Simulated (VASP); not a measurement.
# B3Ir (P6_3/mmc) in VASP: notebook, part 3 of 3

VASP 6.6.1. The steps go on from the part before.

## 6. Single point, PBE

INCAR

```
SYSTEM = B3Ir
PREC     = Accurate       ! precision mode
ENCUT    = 500            ! plane-wave cutoff, eV
EDIFF    = 1E-6           ! SCF threshold, eV
ISMEAR   = 0              ! smearing method
SIGMA    = 0.1            ! smearing width, eV
LREAL    = .FALSE.        ! projectors in reciprocal space
LASPH    = .TRUE.         ! aspherical terms in the spheres
NELM     = 120            ! most SCF steps
ALGO     = Normal         ! electronic algorithm
ISIF     = 2              ! what is computed and relaxed
LWAVE    = .FALSE.        ! write WAVECAR
LCHARG   = .FALSE.        ! write CHGCAR
GGA      = PE             ! functional
NBANDS   = 36             ! bands
GGA_COMPAT= .FALSE.
```

KPOINTS

```
Automatic mesh
0
G
  6 6 6
  0 0 0
```

POSCAR

```
B3Ir
1.0
    4.2935228034      0.0000000000      0.0000000000
   -2.1467614017      3.7182998195      0.0000000000
    0.0000000000      0.0000000000      4.9786788809
B Ir
6 2
Direct
    0.7985952840      0.5971905679      0.2500000000
    0.2014047160      0.7985952840      0.7500000000
    0.4028094321      0.2014047160      0.2500000000
    0.2014047160      0.4028094321      0.7500000000
    0.7985952840      0.2014047160      0.2500000000
    0.5971905679      0.7985952840      0.7500000000
    0.3333333333      0.6666666667      0.2500000000
    0.6666666667      0.3333333333      0.7500000000
```

Potentials or basis: VASP PAW PBE potentials, release 64 (B, Ir_sv_GW).

Command:

```
> cat potpaw_PBE.64/B/POTCAR potpaw_PBE.64/Ir_sv_GW/POTCAR > POTCAR
> mpirun -np 1 vasp_std > vasp.out
```

OUTCAR:

```text
SYSTEM = B3Ir
   PREC = Accurate
   ENCUT = 500
   EDIFF = 1E-6
   ISMEAR = 0
   LREAL = .FALSE.
   LASPH = .TRUE.
   NELM = 120
   ISIF = 2
   GGA = PE

 ion  position               nearest neighbor table
   1  0.799  0.597  0.250-   3 1.70   5 1.70   7 2.16   7 2.16   8 2.68   8 2.68
   2  0.201  0.799  0.750-   6 1.70   4 1.70   8 2.16   8 2.16   7 2.68   7 2.68
   3  0.403  0.201  0.250-   5 1.70   1 1.70   7 2.16   7 2.16   8 2.68   8 2.68
   4  0.201  0.403  0.750-   2 1.70   6 1.70   8 2.16   8 2.16   7 2.68   7 2.68
   5  0.799  0.201  0.250-   3 1.70   1 1.70   7 2.16   7 2.16   8 2.68   8 2.68
   6  0.597  0.799  0.750-   2 1.70   4 1.70   8 2.16   8 2.16   7 2.68   7 2.68
   7  0.333  0.667  0.250-   1 2.16   3 2.16   5 2.16   5 2.16   1 2.16   3 2.16   2 2.68   2 2.68
                             6 2.68   6 2.68   4 2.68   4 2.68
   8  0.667  0.333  0.750-   4 2.16   6 2.16   2 2.16   2 2.16   4 2.16   6 2.16   5 2.68   5 2.68
                             3 2.68   3 2.68   1 2.68   1 2.68

  LATTYP: Found a hexagonal cell.
 ALAT       =     4.2935228034
 C/A-ratio  =     1.1595790005

  Lattice vectors:

 A1 = (   4.2935228034,   0.0000000000,   0.0000000000)
 A2 = (  -2.1467614017,   3.7182998195,   0.0000000000)
[... 201 lines left out ...]
      2     -84.7392      2.00000
      3     -41.7218      2.00000
      4     -41.7218      2.00000
      5     -41.7073      2.00000
      6     -41.7073      2.00000
[... 925 lines left out ...]
     35      12.7548      0.00000
     36      12.7548      0.00000

 [... further k-points ...]

------------------------ aborting loop because EDIFF is reached ----------------------------------------

  FORCE on cell =-STRESS in cart. coord.  units (eV):
  Direction    XX          YY          ZZ          XY          YZ          ZX
  --------------------------------------------------------------------------------------
  -------------------------------------------------------------------------------------
  Total       -0.4971231     -0.4971231     -0.6233813      0.0000000      0.0000000      0.0000000
  in kB      -10.0207967    -10.0207967    -12.5658549      0.0000000      0.0000000      0.0000000
  external PRESSURE =     -10.8691494 kB  Pullay stress =       0.0000000 kB

 VOLUME and BASIS-vectors are now :
 -----------------------------------------------------------------------------
  energy-cutoff  :      500.00
  volume of cell :       79.48
      direct lattice vectors                 reciprocal lattice vectors
     4.293522803  0.000000000  0.000000000     0.232908976  0.134470060  0.000000000
    -2.146761402  3.718299819  0.000000000     0.000000000  0.268940120  0.000000000
     0.000000000  0.000000000  4.978678881     0.000000000  0.000000000  0.200856497

 POSITION                                       TOTAL-FORCE (eV/Angst)
 -----------------------------------------------------------------------------------
      2.14676      2.22053      1.24467         0.000000      0.021613     -0.000000
     -0.84966      2.96942      3.73401        -0.018718      0.010807      0.000000
      1.29710      0.74888      1.24467        -0.018718     -0.010807      0.000000
     -0.00000      1.49777      3.73401         0.000000     -0.021613      0.000000
      2.99642      0.74888      1.24467         0.018718     -0.010807     -0.000000
      0.84966      2.96942      3.73401         0.018718      0.010807     -0.000000
     -0.00000      2.47887      1.24467         0.000000     -0.000000     -0.000000
      2.14676      1.23943      3.73401         0.000000     -0.000000     -0.000000
 -----------------------------------------------------------------------------------
    total drift:                               -0.000000      0.000000      0.000000

  FREE ENERGIE OF THE ION-ELECTRON SYSTEM (eV)
  ---------------------------------------------------
  free  energy   TOTEN  =       -54.8941711999 eV

  energy  without entropy=      -54.8854847204  energy(sigma->0) =      -54.88982796
```

stdout:

```text
POSCAR found type information on POSCAR B Ir
 POSCAR found :  2 types and       8 ions
 scaLAPACK will be used
 LDA part: xc-table for (Slater+PW92), standard interpolation
 POSCAR, INCAR and KPOINTS ok, starting setup
 FFT: planning ... GRIDC
 FFT: planning ... GRID_SOFT
 FFT: planning ... GRID
 WAVECAR not read
 entering main loop
```

Wall time 68 s (1 thread of Intel Xeon 6975P-C (Granite Rapids), shared host); peak memory 0.22 GiB.

Results:

| Item | Value |
| --- | --- |
| Free energy | -54.8942 eV |
| Pressure | -1.1 GPa |
| Largest force | 0.022 eV/Å |
| Band gap on the k mesh | zero (band 26 reaches 7.90 eV, above the bottom of band 27 at 7.37 eV) |

Forces in eV/Å, atoms in the order of the input:
```
B    0.000  0.022  0.000
B   -0.019  0.011  0.000
B   -0.019 -0.011  0.000
B    0.000 -0.022  0.000
B    0.019 -0.011  0.000
B    0.019  0.011  0.000
Ir   0.000  0.000  0.000
Ir   0.000  0.000  0.000
```

Stress tensor (GPa, compression positive):
```
-1.00  0.00  0.00
 0.00 -1.00  0.00
 0.00  0.00 -1.26
```

Caveat: spin-orbit coupling is left out, which moves the levels of the heavy elements.

## 7. Single point, PBE

This run uses another cell than the first one, of 9.82 Å³/atom, 0.989 times its volume.

INCAR

```
PREC = Accurate
ENCUT = 500
EDIFF = 1E-6
ISMEAR = 0
SIGMA = 0.1
LREAL = F
LASPH = T
NELM = 120
ALGO = Normal
ISIF = 2
LWAVE = F
LCHARG = F
GGA = PE
NBANDS = 36
GGA_COMPAT = F
```

KPOINTS

```
Automatic mesh
0
Gamma
  12 12 8
```

POSCAR

```
B3Ir
1.0
    4.3075827296      0.0000000000      0.0000000000
   -2.1537913648      3.7304760728      0.0000000000
    0.0000000000      0.0000000000      4.8912285160
B Ir
6 2
Direct
    0.7978645054      0.5957290107      0.2500000000
    0.2021354946      0.7978645054      0.7500000000
    0.4042709893      0.2021354946      0.2500000000
    0.2021354946      0.4042709893      0.7500000000
    0.7978645054      0.2021354946      0.2500000000
    0.5957290107      0.7978645054      0.7500000000
    0.3333333333      0.6666666667      0.2500000000
    0.6666666667      0.3333333333      0.7500000000
```

Command:

```
> cat potpaw_PBE.64/B/POTCAR potpaw_PBE.64/Ir_sv_GW/POTCAR > POTCAR
> mpirun -np 1 vasp_std > vasp.out
```

Run time: 87 s. Hardware: 1 thread of Intel Xeon 6975P-C (Granite Rapids), shared host; peak memory 0.33 GiB.

The run converged. Its results:

* Free energy: -54.9140 eV
* Pressure: -1.2 GPa
* Largest force: 0.022 eV/Å
* Band gap on the k mesh: zero (band 26 reaches 8.06 eV, above the bottom of band 27 at 7.49 eV)

Forces on the atoms (eV/Å):
```
B    0.000  0.022  0.000
B   -0.019  0.011  0.000
B   -0.019 -0.011  0.000
B    0.000 -0.022  0.000
B    0.019 -0.011  0.000
B    0.019  0.011  0.000
Ir   0.000  0.000  0.000
Ir   0.000  0.000  0.000
```

Stress tensor (GPa, compression positive):
```
-1.14  0.00  0.00
 0.00 -1.14  0.00
 0.00  0.00 -1.25
```

Levels at points of the mesh, in eV from the Fermi level:
```csv
k point,band 24,band 25,band 26,band 27,band 28,band 29
"(0.00, 0.00, 0.00)",-1.77,-1.73,-1.73,0.01,0.18,3.89
"(0.50, 0.00, 0.00)",-0.79,-0.51,-0.29,-0.28,-0.10,2.84
"(0.00, 0.00, 0.50)",-1.68,-1.68,-1.68,3.05,3.05,3.86
"(0.50, 0.00, 0.50)",-1.08,-0.92,-0.92,3.27,3.27,3.80
```

Caveat: spin-orbit coupling is left out, which moves the levels of the heavy elements.

## 8. The runs side by side

```csv
task,potentials or basis,cell,k mesh,cutoff (eV),second run,gap on the mesh (eV),pressure (GPa),relaxed volume (Å³/atom),largest force (eV/Å)
single point,"VASP PAW PBE potentials, release 64 (B, Ir)","a = 4.294, b = 4.294, c = 4.979 Å, angles 90.0, 90.0, 120.0°, 8 atoms",6 × 6 × 6,520,-,none,0.6,-,0.01
single point,"VASP PAW PBE potentials, release 64 (B, Ir)","a = 4.308, b = 4.308, c = 4.891 Å, angles 90.0, 90.0, 120.0°, 8 atoms",12 × 12 × 8,520,-,none,0.6,-,0.02
relaxation of cell and atoms,"VASP PAW PBE potentials, release 64 (B, Ir)","relaxed from a = 4.576, b = 4.576, c = 3.673 Å, angles 90.0, 90.0, 120.0°, 8 atoms",6 × 6 × 6,600,-,none,0.3,9.87,0.01
relaxation of cell and atoms,"VASP PAW PBE potentials, release 64 (B, Ir)","relaxed from a = 4.294, b = 4.294, c = 4.979 Å, angles 90.0, 90.0, 120.0°, 8 atoms",12 × 12 × 8,600,-,none,-0.1,9.86,0.01
single point,"VASP PAW PBE potentials, release 64 (B, Ir_sv_GW)","a = 4.294, b = 4.294, c = 4.979 Å, angles 90.0, 90.0, 120.0°, 8 atoms",6 × 6 × 6,500,valence_matched,none,-1.1,-,0.02
single point,"VASP PAW PBE potentials, release 64 (B, Ir_sv_GW)","a = 4.308, b = 4.308, c = 4.891 Å, angles 90.0, 90.0, 120.0°, 8 atoms",12 × 12 × 8,500,valence_matched,none,-1.2,-,0.02
```

Alike in all rows: level PBE; no spin polarisation; smearing gaussian 0.1 eV.

Caveats: spin-orbit coupling is left out, which moves the levels of the heavy elements; the volume moved by over 15 % at a fixed basis, so the end points are rough (some runs).

Total energies depend on the potentials used, so only differences within one code and one set of settings carry meaning.
